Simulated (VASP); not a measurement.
Wanted: the native input for a VASP 6.6.1 run.

```yaml
Task: single point
Functional: PBE
Potentials_or_basis: VASP PAW PBE potentials, release 64 (Sr_sv, C)
Cutoff: 520 eV
k_mesh: 6 × 6 × 6
Occupations: gaussian, width 0.1 eV
Spin: no spin polarisation
Dipole_correction: no
Further_INCAR_settings: ALGO = Normal; EDIFF = 1e-06; NBANDS = 19
```

The structure of Sr2C lies in POSCAR:

```
Sr2C
1.0
    2.0789480517      1.2002812173      6.5794856574
   -2.0789480517      1.2002812173      6.5794856574
    0.0000000000     -2.4005624346      6.5794856574
Sr C
2 1
Direct
    0.2665662644      0.2665662644      0.2665662644
    0.7334337356      0.7334337356      0.7334337356
    0.0000000000      0.0000000000      0.0000000000
```

One way to write it, as run:

INCAR

```
ALGO = Normal
EDIFF = 1E-6
ENCUT = 520
GGA = PE
ISIF = 2
ISMEAR = 0
LASPH = T
LCHARG = F
LREAL = F
LWAVE = F
NBANDS = 19
NELM = 60
PREC = Accurate
SIGMA = 0.1
```

KPOINTS

```
k-points
0
Gamma
  6 6 6
```

Potentials or basis: VASP PAW PBE potentials, release 64 (Sr_sv, C).

Launch:

```bash
$ cat potpaw_PBE.64/Sr_sv/POTCAR potpaw_PBE.64/C/POTCAR > POTCAR
$ mpirun -np 1 vasp_std > vasp.out
```

It gave:

The pressure is 0.1 GPa. The largest force is 0.003 eV/Å and the band gap on the k mesh is zero (band 12 reaches 1.66 eV, above the bottom of band 13 at 1.37 eV).

Wall time 2.7 min on 1 thread of Intel(R) Xeon(R) Platinum 8488C (Sapphire Rapids), with other jobs on the host, peak memory 0.38 GiB.
